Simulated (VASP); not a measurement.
Set up this calculation in VASP 6.6.1, as the native input.

```yaml
Task: relaxation of cell and atoms
Functional: PBEsol
Potentials_or_basis: VASP PAW PBE potentials, release 64 (C, Si)
Cutoff: 600 eV
k_mesh: 16 × 16 × 16
Occupations: gaussian, width 0.1 eV
Spin: no spin polarisation
Target_pressure: 1e-06 GPa
Dipole_correction: no
Further_INCAR_settings: ALGO = Normal; EDIFF = 1e-07; IBRION = 2; EDIFFG = -0.004; NSW = 70; ISIF = 3
```

The structure of SiC (pbesol) lies in POSCAR:

```
SiC
1.0
    0.0000000000      1.9542450567      1.9542450567
    1.9542450567      0.0000000000      1.9542450567
    1.9542450567      1.9542450567      0.0000000000
C Si
1 1
Direct
    0.0000000000      0.0000000000      0.0000000000
    0.5000000000      0.5000000000      0.5000000000
```

These files were run (other wordings do the same):

INCAR

```
PREC = Accurate
ENCUT = 600
EDIFF = 1E-7
ISMEAR = 0
SIGMA = 0.1
LREAL = False
LASPH = True
NELM = 120
ALGO = Normal
ISIF = 3
LWAVE = False
LCHARG = False
GGA = PS
IBRION = 2
NSW = 70
EDIFFG = -0.004
PSTRESS = 9.999999999999999e-06
GGA_COMPAT = False
NELMIN = 4
```

KPOINTS

```
Automatic mesh
0
Gamma
  16 16 16
```

Potentials or basis: VASP PAW PBE potentials, release 64 (C, Si).

The run is started by

```bash
$ cat potpaw_PBE.64/C/POTCAR potpaw_PBE.64/Si/POTCAR > POTCAR
$ mpirun -np 1 vasp_std > vasp.out
```

It gave:

| Property | Result |
| --- | --- |
| Relaxed volume | 8.22 Å³/atom |
| Relaxed cell | a = 2.854 Å, b = 2.854 Å, c = 2.854 Å, α = 60.00°, β = 60.00°, γ = 60.00° |
| Space group after relaxing (to 0.05 Å) | Fm-3m (No. 225) |
| Energy change on relaxing (the enthalpy is what falls) | -66.0 meV/atom |
| Ionic steps | 4 |
| Pressure after relaxing | 0.0 GPa |
| Band gap on the k mesh | zero (band 4 reaches 12.57 eV, above the bottom of band 5 at 11.63 eV) |

Caveat: the cell is relaxed towards a set pressure, so the enthalpy falls and the energy may rise; the PAW data sets were made with another functional, which shifts forces and pressure a little.

It took 30 s on 1 thread of Intel Xeon 6975P-C (shared host), peak memory 0.15 GiB.
